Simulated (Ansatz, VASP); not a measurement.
Two plane-wave programs on TiAl3

```
Ti Al
1.0
     3.85656    0.00000    0.00000
     0.00000    3.85656    0.00000
     0.00000    0.00000    3.85656
Ti Al
1 3
Direct
  0.00000 0.00000 0.00000
  0.50000 0.50000 0.00000
  0.50000 0.00000 0.50000
  0.00000 0.50000 0.50000
```

Alike in both runs: task single point; functional PBE; k mesh 10 × 10 × 10; occupations gaussian, width 0.1 eV; no spin polarisation.

```csv
,VASP,Ansatz
version,VASP 6.6.1,Ansatz 0.2.0
potentials or method,"VASP PAW PBE potentials, release 64 (Ti_sv, Al), cutoff 520 eV","scalar-relativistic, plane waves, PAW"
valence electrons in the cell,21,21
```

|  | VASP | Ansatz | Ansatz less VASP |
| --- | --- | --- | --- |
| gap on the k mesh at the Fermi level (eV) | none | none | - |
| pressure (GPa) | 12.1 | 12.1 | +0.01 |

A gap of «none» marks a metal or a gap that the smearing closes.
